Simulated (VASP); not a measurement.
# ZnSnN2 (P-4m2) in VASP: further runs

The runs below take ZnSnN2 through single point, with PBEsol.

All numbers are computed with VASP 6.6.1; they aren't measurements. Logs are shortened: lines on timing, memory, paths and dates and some standing lists are left out, and cuts for length are marked.

## (1) The cell of the first run

Symmetry: P-4m2, No. 115, tetragonal system. The conventional cell has a = 3.382 Å, b = 3.382 Å, c = 4.700 Å, α = 90.00°, β = 90.00°, γ = 90.00°. Zn (site symmetry -4m2) has 4 N at 2.05 Å within 2.7 Å. Within 2.7 Å of N (site symmetry 2mm) lie 2 Zn at 2.05 Å and 2 Sn at 2.07 Å. Within 2.7 Å of Sn (site symmetry -4m2) lie 4 N at 2.07 Å.

## (2) Single point, PBEsol

File INCAR:

```
  ALGO = Normal
  EDIFF = 1E-7
  ENCUT = 520
  GGA = PS
  ISIF = 2
  ISMEAR = -1
  LASPH = True
  LCHARG = False
  LREAL = False
  LWAVE = False
  NBANDS = 26
  NELM = 100
  PREC = Accurate
  SIGMA = 0.02
```

File KPOINTS:

```
k-points
0
Gamma
  8 8 1
```

File POSCAR:

```
ZnSnN2
1.0
    3.3820201408      0.0000000000      0.0000000000
    0.0000000000      3.3820201408      0.0000000000
    0.0000000000      0.0000000000      4.6996405323
Zn N Sn
1 2 1
Direct
    0.0000000000      0.0000000000      0.0000000000
    0.0000000000      0.5000000000      0.2448435869
    0.5000000000      0.0000000000      0.7551564131
    0.5000000000      0.5000000000      0.5000000000
```

Potentials or basis: VASP PAW PBE potentials, release 64 (Zn, N, Sn_d).

Launch:

```bash
> cat potpaw_PBE.64/Zn/POTCAR potpaw_PBE.64/N/POTCAR potpaw_PBE.64/Sn_d/POTCAR > POTCAR
> mpirun -np 1 vasp_std > vasp.out
```

OUTCAR:

```text
EDIFF = 1E-7
   ENCUT = 520
   GGA = PS
   ISIF = 2
   ISMEAR = -1
   LASPH = True
   LREAL = False
   NELM = 100
   PREC = Accurate

 ion  position               nearest neighbor table
   1  0.000  0.000  0.000-   2 2.05   3 2.05   2 2.05   3 2.05   4 3.35   4 3.35   4 3.35   4 3.35
                             4 3.35   4 3.35   4 3.35   4 3.35
   2  0.000  0.500  0.245-   1 2.05   1 2.05   4 2.07   4 2.07
   3  0.500  0.000  0.755-   1 2.05   1 2.05   4 2.07   4 2.07
   4  0.500  0.500  0.500-   2 2.07   3 2.07   3 2.07   2 2.07   1 3.35   1 3.35   1 3.35   1 3.35
                             1 3.35   1 3.35   1 3.35   1 3.35

  LATTYP: Found a simple tetragonal cell.
 ALAT       =     3.3820201408
 C/A-ratio  =     1.3895956667

  Lattice vectors:

 A1 = (   3.3820201408,   0.0000000000,   0.0000000000)
 A2 = (   0.0000000000,   3.3820201408,   0.0000000000)
 A3 = (   0.0000000000,   0.0000000000,   4.6996405323)

Analysis of symmetry for initial positions (statically):
=====================================================================
 Subroutine PRICEL returns:
 Original cell was already a primitive cell.

 Routine SETGRP: Setting up the symmetry group for a
 simple tetragonal supercell.

 Subroutine GETGRP returns: Found  8 space group operations
 (whereof  8 operations were pure point group operations)
 out of a pool of 16 trial point group operations.

The static configuration has the point symmetry D_2d.

Analysis of symmetry for dynamics (positions and initial velocities):
=====================================================================
 Subroutine PRICEL returns:
 Original cell was already a primitive cell.

 Routine SETGRP: Setting up the symmetry group for a
 simple tetragonal supercell.

 Subroutine GETGRP returns: Found  8 space group operations
 (whereof  8 operations were pure point group operations)
 out of a pool of 16 trial point group operations.

The dynamic configuration has the point symmetry D_2d.

 Subroutine INISYM returns: Found  8 space group operations
 (whereof  8 operations are pure point group operations),
 and found     1 'primitive' translations

----------------------------------------------------------------------------------------

                                     Primitive cell

  volume of cell :      53.7548

  direct lattice vectors                    reciprocal lattice vectors
     3.382020141  0.000000000  0.000000000     0.295681267  0.000000000  0.000000000
     0.000000000  3.382020141  0.000000000     0.000000000  0.295681267  0.000000000
     0.000000000  0.000000000  4.699640532     0.000000000  0.000000000  0.212782232

  length of vectors
     3.382020141  3.382020141  4.699640532     0.295681267  0.295681267  0.212782232

  position of ions in fractional coordinates (direct lattice)
     0.000000000  0.000000000  0.000000000
     0.000000000  0.500000000  0.244843587
     0.500000000  0.000000000  0.755156413
     0.500000000  0.500000000  0.500000000

  ion indices of the primitive-cell ions
   primitive index   ion index
                 1           1
                 2           2
                 3           3
                 4           4

----------------------------------------------------------------------------------------

 KPOINTS: k-points

Automatic generation of k-mesh.
 Grid dimensions read from file:
 generate k-points for:    8    8    1

 Generating k-lattice:

  Cartesian coordinates                     Fractional coordinates (reciprocal lattice)
     0.036960158  0.000000000  0.000000000     0.125000000  0.000000000  0.000000000
     0.000000000  0.036960158  0.000000000     0.000000000  0.125000000  0.000000000
     0.000000000  0.000000000  0.212782232     0.000000000  0.000000000  1.000000000

  Length of vectors
     0.036960158  0.036960158  0.212782232

  Shift w.r.t. Gamma in fractional coordinates (k-lattice)
     0.000000000  0.000000000  0.000000000

 Subroutine IBZKPT returns following result:
 ===========================================

 Found     15 irreducible k-points:

 Following reciprocal coordinates:
            Coordinates               Weight
  0.000000  0.000000  0.000000      1.000000
  0.125000  0.000000  0.000000      4.000000
  0.250000  0.000000  0.000000      4.000000
  0.375000  0.000000  0.000000      4.000000
  0.500000  0.000000  0.000000      2.000000
  0.125000  0.125000  0.000000      4.000000
  0.250000  0.125000  0.000000      8.000000
  0.375000  0.125000  0.000000      8.000000
  0.500000  0.125000  0.000000      4.000000
  0.250000  0.250000  0.000000      4.000000
  0.375000  0.250000  0.000000      8.000000
  0.500000  0.250000  0.000000      4.000000
  0.375000  0.375000  0.000000      4.000000
  0.500000  0.375000  0.000000      4.000000
  0.500000  0.500000  0.000000      1.000000
   k-points           NKPTS =     15   k-points in BZ     NKDIM =     15   number of bands    NBANDS=     26
   number of dos      NEDOS =    301   number of ions     NIONS =      4
   total plane-waves  NPLWV =  28224
   dimension x,y,z NGX =    28 NGY =   28 NGZ =   36
   dimension x,y,z NGXF=    56 NGYF=   56 NGZF=   72
   ions per type =               1   2   1
   NGX,Y,Z   is equivalent  to a cutoff of  13.76, 13.76, 12.73 a.u.
   NGXF,Y,Z  is equivalent  to a cutoff of  27.53, 27.53, 25.47 a.u.
 SYSTEM =  unknown system
   PREC   = accura    normal or accurate (medium, high low for compatibility)
   ISTART =      0    job   : 0-new  1-cont  2-samecut
   ICHARG =      2    charge: 1-file 2-atom 10-const
   ISPIN  =      1    spin polarized calculation?
   LNONCOLLINEAR =      F non collinear calculations
   LSORBIT =      F    spin-orbit coupling
   LASPH  =      T    aspherical Exc in radial PAW
   ENCUT  =  520.0 eV  38.22 Ry    6.18 a.u.   6.29  6.29  8.74*2*pi/ulx,y,z
   NELM   =    100;   NELMIN=  2; NELMDL= -5     # of ELM steps
   EDIFF  = 0.1E-06   stopping-criterion for ELM
   LREAL  =      F    real-space projection
   EDIFFG = 0.1E-05   stopping-criterion for IOM
   NSW    =      0    number of steps for IOM
   IBRION =     -1    ionic relax: 0-MD 1-quasi-New 2-CG
   NFREE  =      0    steps in history (QN), initial steepest desc. (CG)
   ISIF   =      2    stress and relaxation
   ISYM   =      2    0-nonsym 1-usesym 2-fastsym
   POTIM  = 0.5000    time-step for ionic-motion
   TEBEG  =    0.0;   TEEND  =   0.0 temperature during run
   PSTRESS=    0.0 pullay stress
   NELECT =      36.0000    total number of electrons
   NUPDOWN=      -1.0000    fix difference up-down
   EMIN   =  10.00;   EMAX   =-10.00  energy-range for DOS
   EFERMI =   0.00;   METHOD = LEGACY
   ISMEAR =    -1;   SIGMA  =   0.02  broadening in eV -4-tet -1-fermi 0-gaus
   EFERMI_NEDOS =   21; number of points for ismear=-14 and -15
   IALGO  =     38    algorithm
   IMIX   =      4    mixing-type and parameters
     AMIX     =   0.40;   BMIX     =  1.00
     AMIX_MAG =   1.60;   BMIX_MAG =  1.00
  volume/ion in A,a.u.               =      13.44        90.69
  Fermi-wavevector in a.u.,A,eV,Ry     =   1.432309  2.706671 27.912467  2.051508
  Thomas-Fermi vector in A             =   2.551950
   LORBIT       =      0    0 simple, 1 ext, 2 COOP (PROOUT), +10 PAW based schemes
   GGA     = PS    functional components
   LHFCALC =     F    Hartree Fock is set to
   AEXX    =    0.0000 exact exchange contribution
   IVDW    =     0    specifies the selected vdW correction
   LEPSILON=     F    determine dielectric tensor
   LRPA    =     F    only Hartree local field effects (RPA)
 non-spin polarized calculation
  energy-cutoff  :      520.00
  volume of cell :       53.75
 maximum number of plane-waves:      1465
 NGX is ok and might be reduce to    28
   NGX = 13   NGY = 13   NGZ = 17

 number of electron      35.9999980 magnetization

 Free energy of the ion-electron system (eV)
  ---------------------------------------------------
  ext. energy  EPLUGINS =         0.00000000
  ---------------------------------------------------
  free energy    TOTEN  =       -23.13547054 eV

  energy without entropy =      -23.13414157  energy(sigma->0) =      -23.13480605

 E-fermi :   5.2963     XC(G=0): -11.3266

 val. band max:        5.2699216121   @ k =   0.0000   0.0000   0.0000
 cond. band min:       5.2994375304   @ k =   0.0000   0.0000   0.0000
 fundamental gap:      0.0295159183
 Fermi energy:         5.2963173872

 k-point     1 :       0.0000    0.0000    0.0000
  band No.  band energies     occupation
      1     -15.7032      2.00000
      2     -15.4168      2.00000
      3     -15.4168      2.00000
      4     -15.3833      2.00000
      5     -15.2371      2.00000
      6     -10.3813      2.00000
[... 18 lines left out ...]
     25      15.3022      0.00000
     26      18.0464      0.00000

 k-point     2 :       0.1250    0.0000    0.0000
  band No.  band energies     occupation
      1     -15.6830      2.00000
      2     -15.4403      2.00000
      3     -15.4155      2.00000
      4     -15.3727      2.00000
      5     -15.2448      2.00000
      6     -10.2371      2.00000
[... 18 lines left out ...]
     25      15.2322      0.00000
     26      17.5460      0.00000

 k-point     3 :       0.2500    0.0000    0.0000
  band No.  band energies     occupation
      1     -15.6398      2.00000
      2     -15.4910      2.00000
      3     -15.4124      2.00000
      4     -15.3463      2.00000
      5     -15.2634      2.00000
      6      -9.8275      2.00000
[... 311 lines left out ...]
 k-point    14 :       0.5000    0.3750    0.0000
  band No.  band energies     occupation
      1     -15.5950      2.00000
      2     -15.5753      2.00000
      3     -15.3488      2.00000
      4     -15.3062      2.00000
      5     -15.2849      2.00000
      6      -7.9921      2.00000
[... 18 lines left out ...]
     25      15.9209      0.00000
     26      17.6661      0.00000

 k-point    15 :       0.5000    0.5000    0.0000
  band No.  band energies     occupation
      1     -15.5928      2.00000
      2     -15.5928      2.00000
      3     -15.3588      2.00000
      4     -15.2882      2.00000
      5     -15.2702      2.00000
      6      -7.8112      2.00000
[... 18 lines left out ...]
     25      16.3813      0.00000
     26      17.8079      0.00000

------------------------ aborting loop because EDIFF is reached ----------------------------------------

  FORCE on cell =-STRESS in cart. coord.  units (eV):
  Direction    XX          YY          ZZ          XY          YZ          ZX
  --------------------------------------------------------------------------------------
  -------------------------------------------------------------------------------------
  Total       -1.6446733     -1.6446733      3.7144049      0.0000000      0.0000000      0.0000000
  in kB      -49.0199885    -49.0199885    110.7089698      0.0000000      0.0000000      0.0000000
  external PRESSURE =       4.2229976 kB  Pullay stress =       0.0000000 kB

 VOLUME and BASIS-vectors are now :
 -----------------------------------------------------------------------------
  energy-cutoff  :      520.00
  volume of cell :       53.75
      direct lattice vectors                 reciprocal lattice vectors
     3.382020141  0.000000000  0.000000000     0.295681267  0.000000000  0.000000000
     0.000000000  3.382020141  0.000000000     0.000000000  0.295681267  0.000000000
     0.000000000  0.000000000  4.699640532     0.000000000  0.000000000  0.212782232

 POSITION                                       TOTAL-FORCE (eV/Angst)
 -----------------------------------------------------------------------------------
      0.00000      0.00000      0.00000         0.000000      0.000000      0.000000
      0.00000      1.69101      1.15068        -0.000000      0.000000     -0.378238
      1.69101      0.00000      3.54896        -0.000000      0.000000      0.378238
      1.69101      1.69101      2.34982        -0.000000     -0.000000      0.000000
 -----------------------------------------------------------------------------------
    total drift:                               -0.000000      0.000000      0.000000

  FREE ENERGIE OF THE ION-ELECTRON SYSTEM (eV)
  ---------------------------------------------------
  free  energy   TOTEN  =       -23.1354705397 eV

  energy  without entropy=      -23.1341415684  energy(sigma->0) =      -23.13480605
```

Wall time 20 s (1 thread of Intel Xeon Platinum 8375C at 2.90GHz (Ice Lake), shared host); peak memory 0.18 GiB.

Results:

- Free energy: -23.1355 eV
- Pressure: 0.4 GPa
- Largest force: 0.378 eV/Å
- Band gap on the k mesh: 0.03 eV, direct

Forces in eV/Å, atoms in the order of the input:
```
Zn   0.000  0.000  0.000
N    0.000  0.000 -0.378
N    0.000  0.000  0.378
Sn   0.000  0.000  0.000
```

Levels at points of the mesh, in eV from the valence-band top:
```tsv
k point	band 14	band 15	band 16	band 17	band 18	band 19	band 20	band 21	band 22	band 23
(0.00, 0.00, 0.00)	-3.00	-3.00	-0.02	-0.02	0.00	0.03	2.60	6.03	9.00	9.00
(0.50, 0.00, 0.00)	-4.28	-3.03	-2.70	-1.76	-0.58	3.80	5.49	6.02	7.13	8.42
(0.50, 0.50, 0.00)	-4.30	-3.48	-2.55	-2.55	-1.96	2.75	2.75	5.04	7.11	9.84
```

Caveat: the k points lie up to 1.34 Å⁻¹ apart; the PAW data sets were made with another functional, which shifts forces and pressure a little; spin-orbit coupling is left out, which moves the levels of the heavy elements.

## (3) Single point, PBEsol

File INCAR:

```
SYSTEM = ZnSnN2
  ALGO = Normal
  EDIFF = 1E-6
  ENCUT = 520
  GGA = PS
  ISIF = 2
  ISMEAR = -1
  LASPH = .TRUE.
  LCHARG = .FALSE.
  LREAL = .FALSE.
  LWAVE = .FALSE.
  NBANDS = 26
  NELM = 60
  PREC = Accurate
  SIGMA = 0.02
```

File KPOINTS:

```
k-points
0
G
  6 6 4
  0 0 0
```

POSCAR is that of step 2.

Potentials or basis: VASP PAW PBE potentials, release 64 (Zn, N, Sn_d).

Launch:

```bash
> cat potpaw_PBE.64/Zn/POTCAR potpaw_PBE.64/N/POTCAR potpaw_PBE.64/Sn_d/POTCAR > POTCAR
> mpirun -np 1 vasp_std > vasp.out
```

Run time: 33 s. Hardware: 1 thread of Intel Xeon Platinum 8375C at 2.90GHz (Ice Lake), shared host; peak memory 0.19 GiB.

Results (log left out):

```yaml
Free_energy: -23.1944 eV
Pressure: -0.3 GPa
Largest_force: 0.160 eV/Å
Band_gap_on_the_k_mesh: zero (filled and empty bands touch)
```

Forces on the atoms (eV/Å):
```
Zn   0.000  0.000  0.000
N    0.000  0.000 -0.160
N    0.000  0.000  0.160
Sn   0.000  0.000  0.000
```

Levels at points of the mesh, in eV from the Fermi level:
```csv
k point,band 15,band 16,band 17,band 18,band 19,band 20,band 21,band 22
"(0.00, 0.00, 0.00)",-3.02,-0.05,-0.03,-0.01,-0.01,2.55,5.98,8.93
"(0.50, 0.00, 0.00)",-3.09,-2.74,-1.77,-0.58,3.76,5.46,5.96,7.10
"(0.50, 0.50, 0.00)",-3.50,-2.62,-2.62,-1.96,2.69,2.69,5.00,7.06
"(0.00, 0.00, 0.50)",-2.15,-2.15,-0.99,-0.99,2.74,3.18,6.65,7.09
"(0.50, 0.00, 0.50)",-1.77,-1.21,-0.70,-0.51,2.45,4.10,6.78,7.16
"(0.50, 0.50, 0.50)",-3.64,-3.64,-3.36,-2.92,5.16,5.16,5.76,8.52
```

Caveat: the PAW data sets were made with another functional, which shifts forces and pressure a little; spin-orbit coupling is left out, which moves the levels of the heavy elements.

(Part 1 of 2 ends here.)
